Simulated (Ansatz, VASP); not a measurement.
**Sr in VASP and in Ansatz**

File INCAR:

```
PREC = Accurate
ENCUT = 520
EDIFF = 1E-6
ISMEAR = 0
SIGMA = 0.15
LREAL = F
LASPH = T
NELM = 100
ALGO = Fast
ISIF = 2
LWAVE = F
LCHARG = F
GGA = PS
NBANDS = 11
```

Contents of KPOINTS:

```
Automatic mesh
0
Gamma
  16 16 16
```

The input POSCAR:

```
Sr
1.0
   -2.9810340495      2.4555022110      2.4555022110
    2.4555022110     -2.9810340495      2.4555022110
    2.4555022110      2.4555022110     -2.9810340495
Sr
1
Direct
    0.0000000000      0.0000000000      0.0000000000
```

Input for Ansatz:

```yaml
crystal:
  lattice:
    - [-2.9810340495, 2.455502211, 2.455502211]
    - [2.455502211, -2.9810340495, 2.455502211]
    - [2.455502211, 2.455502211, -2.9810340495]
  atoms:
    - { symbol: Sr, position: [0.0, 0.0, 0.0] }
basis:
  ecutwfc: 420
kpoints:
  mp_grid: { grid: [16, 16, 16] }
hamiltonian:
  xc: pbesol
scf:
  occupations: { method: gaussian, width: 0.15 }
output:
  forces: true
  stress: true
  eigenvalues: true
```

Alike in both runs: task single point; functional PBEsol; k mesh 16 × 16 × 16; occupations gaussian, width 0.15 eV; no spin polarisation.

|  | VASP | Ansatz |
| --- | --- | --- |
| version | VASP 6.6.1 | Ansatz 0.2.0 |
| potentials or method | VASP PAW PBE potentials, release 64 (Sr_sv), cutoff 520 eV | scalar-relativistic, plane waves, PAW |
| valence electrons in the cell | 10 | 10 |

```csv
,VASP,Ansatz,Ansatz less VASP
gap on the k mesh at the Fermi level (eV),none,none,-
pressure (GPa),0.2,0.2,-0.01
"traceless stress, the component that is largest in VASP (GPa)",4.22,4.21,-0.010
```

VASP's potentials were made for PBE, not for PBEsol. A gap of «none» marks a metal or a gap that the smearing closes. The functional is the same, so the differences come from potentials, cutoffs and numerics.
